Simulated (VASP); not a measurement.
Sn:

```
Sn
1.0
    -1.72654    1.77555    2.33834
     1.72654   -1.77555    2.33834
     1.72654    1.77555   -2.33834
Sn
1
Cartesian
  0.0000 0.0000 0.0000
```

* Program: VASP 6.6.1
* Task: relaxation of cell and atoms
* Functional: PBE
* Potentials or basis: VASP PAW PBE potentials, release 64 (Sn_d)
* Cutoff: 600 eV
* k mesh: 11 × 11 × 11
* Occupations: fermi-dirac, width 0.05 eV
* Spin: no spin polarisation

At the start: pressure -1.0 GPa; volume 28.67 Å³/atom.

**Question.** Where does the relaxation end?

**Answer.** Over 11 steps the energy falls by 5.1 meV/atom and the volume is 28.05 Å³/atom (-2.2 %); space group Immm (No. 71, to 0.1 Å) before, I4/mmm (No. 139, to 0.1 Å).

The path:
| step | energy change (eV) | largest force (eV/Å) | pressure (GPa) | volume (Å³) |
| --- | --- | --- | --- | --- |
| 1 | 0.0000 | 0.0000 | -1.00 | 28.67 |
| 2 | -0.0041 | 0.0000 | 0.33 | 27.94 |
| 3 | -0.0041 | 0.0000 | 0.19 | 27.94 |
| 4 | -0.0048 | 0.0000 | -0.02 | 28.03 |
| 5 | -0.0050 | 0.0000 | -0.04 | 28.08 |
| 6 | -0.0050 | 0.0000 | -0.09 | 28.09 |
| 7 | -0.0051 | 0.0000 | -0.03 | 28.04 |
| 8 | -0.0051 | 0.0000 | 0.08 | 27.97 |
| 9 | -0.0051 | 0.0000 | 0.11 | 27.98 |
| 10 | -0.0051 | 0.0000 | 0.07 | 28.01 |
| 11 | -0.0051 | 0.0000 | 0.01 | 28.05 |

Final structure:
```
Sn
1.0
    -1.72760    1.72670    2.35064
     1.72760   -1.72670    2.35064
     1.72760    1.72670   -2.35064
Sn
1
Direct
  0.00000 0.00000 0.00000
```
